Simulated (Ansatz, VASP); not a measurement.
**BaTiO3: VASP beside Ansatz**

INCAR

```
SYSTEM = BaTiO3
ALGO = Normal ; EDIFF = 1E-8
ENCUT = 520 ; ISIF = 2
ISMEAR = -1 ; LASPH = .TRUE.
LCHARG = .FALSE. ; LEFG = .TRUE.
LREAL = .FALSE. ; LWAVE = .FALSE.
NBANDS = 28 ; NELM = 80
PREC = Accurate ; SIGMA = 0.05
```

The input KPOINTS:

```
k-points
0
G
  8 8 8
  0 0 0
```

Contents of POSCAR:

```
BaTiO3
1.0
    3.9804045588      0.0000000000      0.0000000000
    0.0000000000      3.9804045588      0.0000000000
    0.0000000000      0.0000000000      3.9804045588
Ba Ti O
1 1 3
Direct
    0.5000000000      0.5000000000      0.5000000000
    0.0000000000      0.0000000000      0.0000000000
    0.5000000000      0.0000000000      0.0000000000
    0.0000000000      0.5000000000      0.0000000000
    0.0000000000      0.0000000000      0.5000000000
```

Input for Ansatz:

```yaml
crystal:
  lattice:
    - [3.9804045588, 0.0, 0.0]
    - [0.0, 3.9804045588, 0.0]
    - [0.0, 0.0, 3.9804045588]
  atoms:
    - { symbol: Ba, position: [0.5, 0.5, 0.5] }
    - { symbol: Ti, position: [0.0, 0.0, 0.0] }
    - { symbol: O, position: [0.5, 0.0, 0.0] }
    - { symbol: O, position: [0.0, 0.5, 0.0] }
    - { symbol: O, position: [0.0, 0.0, 0.5] }
kpoints:
  mp_grid: { grid: [8, 8, 8] }
scf:
  occupations: { method: fermi_dirac, width: 0.05 }
hamiltonian:
  xc: lda
  pseudopotentials: { kind: all_electron, datasets: crystal }
output:
  forces: true
  stress: true
  eigenvalues: true
  efg: { contact_densities: true }
```

Change from the starting cell: volume scaled by 0.98, crystal datasets.

Alike in both runs: task electric field gradients; functional LDA; k mesh 8 × 8 × 8; occupations fermi-dirac, width 0.05 eV; no spin polarisation.

```csv
,VASP,Ansatz
version,VASP 6.6.1,Ansatz 0.2.0
potentials or method,"VASP PAW LDA potentials, release 64 (Ba_sv, Ti_sv, O), cutoff 520 eV","all-electron PAW with datasets made for the crystal, scalar-relativistic"
```

Ansatz gave:

| Item | Value |
| --- | --- |
| pressure (GPa) | -6.2 |
| size of Vzz on the site where it differs most (V/Å²) | 20.3 |

Q: Which values does VASP return?

A: Pressure (GPa): -4.1; size of Vzz on the site where it differs most (V/Å²): 19.9.

LDA's correlation is that of Perdew and Zunger in VASP and of Perdew and Wang (1992) in Ansatz. Ansatz ran all-electron here, and VASP with PAW potentials.

Spin-orbit coupling is off throughout.
